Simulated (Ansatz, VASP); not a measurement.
TaN in VASP and in Ansatz

Contents of INCAR:

```
PREC = Accurate
ENCUT = 520
EDIFF = 1E-8
ISMEAR = -1
SIGMA = 0.01
LREAL = False
LASPH = True
NELM = 80
ALGO = Normal
ISIF = 2
LWAVE = False
LCHARG = False
GGA = PE
LEFG = True
NBANDS = 24
```

KPOINTS

```
regular mesh
0
Gamma
  9 9 5
```

POSCAR

```
TaN
1.0
    3.0480019786      0.0000000000      0.0000000000
   -1.5240009893      2.6396471442      0.0000000000
    0.0000000000      0.0000000000      5.0655400000
Ta N
2 2
Direct
    0.0000000000      0.0000000000      0.0000000000
    0.0000000000      0.0000000000      0.5000000000
    0.3333333333      0.6666666667      0.2500000000
    0.6666666667      0.3333333333      0.7500000000
```

Input for Ansatz:

```yaml
crystal:
  lattice:
    - [3.0480019786, 0.0, 0.0]
    - [-1.5240009893, 2.6396471442, 0.0]
    - [0.0, 0.0, 5.06554]
  atoms:
    - { symbol: Ta, position: [0.0, 0.0, 0.0] }
    - { symbol: Ta, position: [0.0, 0.0, 0.5] }
    - { symbol: "N", position: [0.3333333333, 0.6666666667, 0.25] }
    - { symbol: "N", position: [0.6666666667, 0.3333333333, 0.75] }
kpoints:
  mp_grid: { grid: [9, 9, 5] }
scf:
  occupations: { method: fermi_dirac, width: 0.01 }
hamiltonian:
  xc: pbe
  pseudopotentials: { kind: all_electron, datasets: crystal }
output:
  forces: true
  stress: true
  eigenvalues: true
  efg: { contact_densities: true }
```

Change from the starting cell: zz strain of +3 %, crystal datasets.

Alike in both runs: task electric field gradients; functional PBE; k mesh 9 × 9 × 5; occupations fermi-dirac, width 0.01 eV; no spin polarisation.

```csv
,VASP,Ansatz
version,VASP 6.6.1,Ansatz 0.2.0
potentials or method,"VASP PAW PBE potentials, release 64 (Ta_pv, N), cutoff 520 eV","all-electron PAW with datasets made for the crystal, scalar-relativistic"
```

```tsv
	VASP	Ansatz	Ansatz less VASP
pressure (GPa)	42.3	40.9	-1.44
traceless stress, the component that is largest in VASP (GPa)	50.64	50.19	-0.445
size of Vzz on the site where it differs most (V/Å²)	189.0	212.2	+23.27
```

Both programs put the cell under a high pressure, so it lies far from rest at this level. Ansatz ran all-electron here, and VASP with PAW potentials.

Neither program's run includes spin-orbit coupling.
